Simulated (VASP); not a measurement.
Input of a VASP 6.6.1 run:

The input INCAR:

```
  PREC = Accurate
  ENCUT = 600
  EDIFF = 1E-6
  ISMEAR = -1
  SIGMA = 0.05
  LREAL = False
  LASPH = True
  NELM = 60
  ALGO = Normal
  ISIF = 3
  LWAVE = False
  LCHARG = False
  GGA = PS
  IBRION = 2
  NSW = 60
  EDIFFG = -0.01
```

KPOINTS

```
regular mesh
0
Gamma
  7 7 7
```

Contents of POSCAR:

```
KMgF3
1.0
    3.9859000000      0.0000000000      0.0000000000
    0.0000000000      3.9859000000      0.0000000000
    0.0000000000      0.0000000000      3.9859000000
K Mg F
1 1 3
Direct
    0.5000000000      0.5000000000      0.5000000000
    0.0000000000      0.0000000000      0.0000000000
    0.0000000000      0.0000000000      0.5000000000
    0.0000000000      0.5000000000      0.0000000000
    0.5000000000      0.0000000000      0.0000000000
```

Potentials or basis: VASP PAW PBE potentials, release 64 (K_sv, Mg, F).

Launch:

```console
$ cat potpaw_PBE.64/K_sv/POTCAR potpaw_PBE.64/Mg/POTCAR potpaw_PBE.64/F/POTCAR > POTCAR
$ mpirun -np 1 vasp_std > vasp.out
```

Predict the space group after relaxing (to 0.1 Å).

Pm-3m (No. 221).

What does it give for the relaxed volume?

12.64 Å³/atom.

Estimate the relaxed cell.

a = 3.983 Å, b = 3.983 Å, c = 3.983 Å, α = 90.00°, β = 90.00°, γ = 90.00°.

What does it give for the band gap on the k mesh?

7.17 eV (least direct gap 7.46 eV).

Final structure:
```yaml
crystal:
  lattice:
    - [3.98339, 0.00000, 0.00000]
    - [0.00000, 3.98339, 0.00000]
    - [0.00000, 0.00000, 3.98339]
  atoms:
    - { symbol: K, position: [0.50000, 0.50000, 0.50000] }
    - { symbol: Mg, position: [0.00000, 0.00000, 0.00000] }
    - { symbol: F, position: [0.00000, 0.00000, 0.50000] }
    - { symbol: F, position: [0.00000, 0.50000, 0.00000] }
    - { symbol: F, position: [0.50000, 0.00000, 0.00000] }
```

Caveat: the PAW data sets were made with another functional, which shifts forces and pressure a little; an odd mesh through Γ misses points on the zone boundary, where band edges can lie.
